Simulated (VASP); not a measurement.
The system is B.

```
B
1.0
     2.43275   -2.27890    0.00000
     2.43275    2.27890    0.00000
     0.00000    0.00000    3.04518
B
4
Direct
  0.26278 0.14351 0.25000
  0.73722 0.85649 0.75000
  0.85649 0.73722 0.25000
  0.14351 0.26278 0.75000
```

The cell was generated, and may not be a known phase.

| Property | Result |
| --- | --- |
| Program | VASP 6.6.1 |
| Task | relaxation of cell and atoms |
| Functional | PBE |
| Potentials or basis | VASP PAW PBE potentials, release 64 (B) |
| Cutoff | 600 eV |
| k mesh | 6 × 6 × 6 |
| Occupations | gaussian, width 0.1 eV |
| Spin | no spin polarisation |

At the start: pressure -3.3 GPa; volume 8.44 Å³/atom.

Where does the relaxation end?

Over 21 steps the energy falls by 711.0 meV/atom and the volume is 6.59 Å³/atom (-22.0 %); space group Cmcm (No. 63, to 0.1 Å) before and after.

The path:
| step | energy change (eV) | largest force (eV/Å) | pressure (GPa) | volume (Å³) |
| --- | --- | --- | --- | --- |
| 1 | 0.0000 | 0.1821 | -3.25 | 33.76 |
| 2 | -0.2072 | 0.4074 | -5.99 | 32.89 |
| 3 | -0.3205 | 1.7738 | -5.13 | 30.34 |
| 4 | -0.4325 | 1.9558 | -4.78 | 29.92 |
| 5 | -0.9251 | 2.7462 | -0.57 | 28.62 |
| 6 | -1.7124 | 2.0211 | 20.55 | 25.91 |
| 7 | -1.8585 | 1.4706 | 20.08 | 25.85 |
| 8 | -1.8707 | 1.3341 | 20.37 | 25.82 |
| 9 | -2.0670 | 1.1759 | 12.29 | 26.38 |
| 10 | -2.3741 | 0.5818 | -7.41 | 28.11 |
| 11 | -2.3903 | 0.4353 | -11.57 | 28.56 |
| 12 | -2.4892 | 0.3663 | -9.78 | 28.12 |
| 13 | -2.6705 | 0.7361 | -2.65 | 26.79 |
| 14 | -2.6789 | 1.0162 | 1.13 | 26.31 |
| 15 | -2.7772 | 0.4772 | 5.11 | 25.85 |
| 16 | -2.7919 | 0.1230 | 7.51 | 25.66 |
| 17 | -2.8370 | 0.1405 | 1.88 | 26.18 |
| 18 | -2.8370 | 0.1474 | 1.70 | 26.20 |
| 19 | -2.8428 | 0.1090 | -0.15 | 26.34 |
| 20 | -2.8428 | 0.1085 | -0.14 | 26.34 |
| 21 | -2.8438 | 0.0183 | -0.13 | 26.35 |

Final structure:
```cif
data_structure
_symmetry_space_group_name_H-M 'P 1'
_symmetry_Int_Tables_number 1
_cell_length_a 3.1294
_cell_length_b 3.1294
_cell_length_c 2.9834
_cell_angle_alpha 90.000
_cell_angle_beta 90.000
_cell_angle_gamma 64.421
_cell_volume 26.35
loop_
_atom_site_label
_atom_site_type_symbol
_atom_site_fract_x
_atom_site_fract_y
_atom_site_fract_z
_atom_site_occupancy
B1 B 0.31433 0.01326 0.25000 1
B2 B 0.68567 0.98674 0.75000 1
B3 B 0.98674 0.68567 0.25000 1
B4 B 0.01326 0.31433 0.75000 1
```

Caveat: the volume moved by over 15 % at a fixed basis, so the end points are rough.
